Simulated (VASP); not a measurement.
## Si2Mo: single point with PBE

Si2Mo:

```
Mo Si
1.0
     4.61340    0.00000    0.00000
    -2.30670    3.99532    0.00000
     0.00000    0.00000    6.60856
Mo Si
3 6
Direct
  0.50000 0.50000 0.83333
  0.00000 0.50000 0.16667
  0.50000 0.00000 0.50000
  0.16398 0.32795 0.50000
  0.67205 0.83602 0.16667
  0.83602 0.16398 0.83333
  0.83602 0.67205 0.50000
  0.32795 0.16398 0.16667
  0.16398 0.83602 0.83333
```

* Program: VASP 6.6.1
* Task: single point
* Functional: PBE
* Potentials or basis: VASP PAW PBE potentials, release 64 (Mo_sv, Si)
* Cutoff: 520 eV
* k mesh: 7 × 7 × 4
* Occupations: fermi-dirac, width 0.05 eV
* Spin: no spin polarisation

```
Pressure               : 0.2 GPa
Largest force          : 0.003 eV/Å
Band gap on the k mesh : 0.27 eV, indirect (least direct gap 0.61 eV)
```

Forces on the atoms (eV/Å):
```
Mo   0.000  0.000  0.000
Mo   0.000  0.000  0.000
Mo   0.000  0.000  0.000
Si   0.000 -0.003  0.000
Si   0.003  0.002  0.000
Si   0.003 -0.002  0.000
Si   0.000  0.003  0.000
Si  -0.003 -0.002  0.000
Si  -0.003  0.002  0.000
```

Levels at points of the mesh, in eV from the valence-band top:
```tsv
k point	band 30	band 31	band 32	band 33	band 34	band 35	band 36	band 37
(0.00, 0.00, 0.00)	-2.89	-2.63	-1.99	-0.69	2.04	2.39	2.39	2.46
(0.00, 0.00, 0.50)	-2.21	-1.99	-0.61	-0.61	1.88	2.29	2.29	2.33
```

It took 95 s on 1 thread of Intel(R) Xeon(R) Platinum 8488C (Sapphire Rapids), on a shared host, peak memory 0.29 GiB.

A k mesh can miss the band edges.
